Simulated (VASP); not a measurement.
H5C16F: single point with PBE+D3(BJ)

System: H5C16F, a slab with vacuum.

```
H C F
1.0
     5.04874    0.00000    0.00000
     2.52437    4.37234    0.00000
     0.00000    0.00000   16.67643
H C F
5 16 1
Direct
  0.16667 0.16667 0.05996
  0.66667 0.16667 0.05996
  0.16667 0.66667 0.05996
  0.66667 0.66667 0.05996
  0.01317 0.49844 0.34812
  0.16667 0.16667 0.12593
  0.66667 0.16667 0.12593
  0.16667 0.66667 0.12593
  0.66667 0.66667 0.12593
  0.83333 0.33333 0.15683
  0.33333 0.33333 0.15683
  0.83333 0.83333 0.15683
  0.33333 0.83333 0.15683
  0.82870 0.33206 0.25449
  0.32918 0.32983 0.25078
  0.82867 0.83465 0.25543
  0.32769 0.83558 0.25371
  0.99636 0.99860 0.27225
  0.49795 0.99724 0.27268
  0.99772 0.49740 0.28263
  0.48693 0.50096 0.28261
  0.43592 0.51942 0.36786
```

```
Program             : VASP 6.6.1
Task                : single point
Functional          : PBE
Dispersion          : D3(BJ)
Potentials or basis : VASP PAW PBE potentials, release 64 (H, C, F)
Cutoff              : 520 eV
k mesh              : 3 × 3 × 1
Occupations         : gaussian, width 0.05 eV
Spin                : no spin polarisation
```

```json
{
  "Largest force": "1.610 eV/Å",
  "Band gap on the k mesh": "zero (bands 38 and 39 overlap by 0.05 eV)",
  "Dispersion energy per atom": "-0.106 eV"
}
```

Forces on the atoms (eV/Å):
```
H   -0.046  0.009 -0.117
H   -0.003 -0.016 -0.103
H   -0.048  0.045 -0.190
H    0.034  0.042 -0.189
H   -0.264 -0.104  0.012
C   -0.011 -0.008  1.610
C    0.019 -0.001  1.573
C    0.029 -0.007  1.356
C   -0.052 -0.023  1.478
C   -0.430  0.502 -0.520
C   -0.109  0.344 -1.004
C   -0.039  0.119 -1.339
C   -0.119 -0.289 -1.524
C   -0.012 -0.002 -0.166
C   -0.004  0.001 -0.045
C    0.001 -0.013  0.019
C   -0.005 -0.025 -0.142
C   -0.031 -0.011  0.042
C   -0.063 -0.009 -0.017
C   -0.039 -0.021 -0.034
C    0.094 -0.057 -0.250
F    1.099 -0.477 -0.448
```

Levels at points of the mesh, in eV from the Fermi level:
```
           k point  band 35  band 36  band 37  band 38  band 39  band 40  band 41  band 42
(0.00, 0.00, 0.00)    -2.94    -1.76    -1.72    -0.32    -0.05     2.02     3.57     3.77
```

Run time: 3.9 min on 1 thread of AMD EPYC 9R45 96-Core Processor (Zen 5) (shared host), peak memory 0.46 GiB.

Caveat: the k points lie up to 0.48 Å⁻¹ apart.
